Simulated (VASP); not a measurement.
A run of VASP 6.6.1:

The input INCAR:

```
SYSTEM = Ir
PREC = Accurate
ENCUT = 560
EDIFF = 1E-6
ISMEAR = -1
SIGMA = 0.05
LREAL = .FALSE.
LASPH = .TRUE.
NELM = 120
ALGO = Normal
ISIF = 2
LWAVE = .FALSE.
LCHARG = .TRUE.
GGA = CA
LELF = .TRUE.
LVHAR = .TRUE.
NBANDS = 14
GGA_COMPAT = .FALSE.
```

File KPOINTS:

```
regular mesh
0
G
  10 10 10
  0 0 0
```

POSCAR

```
Ir
1.0
    2.6949375958      0.0000000000      0.0000000000
    1.3474687979      2.3338844196      0.0000000000
    1.3474687979      0.7779614732      2.2004073328
Ir
1
Direct
    0.0000000000      0.0000000000      0.0000000000
```

Potentials or basis: VASP PAW LDA potentials, release 64 (Ir_sv_GW).

Command:

```bash
$ cat potpaw_LDA.64/Ir_sv_GW/POTCAR > POTCAR
$ mpirun -np 1 vasp_std > vasp.out
```

Hardware: 1 thread of Intel(R) Xeon(R) 6975P-C (Granite Rapids), with other jobs on the host.

Task: Estimate the wall time of this run.

Result: It took 5 s on 1 thread of Intel(R) Xeon(R) 6975P-C (Granite Rapids), on a shared host, peak memory 0.14 GiB. Counts: scf iterations 12, k points 47.
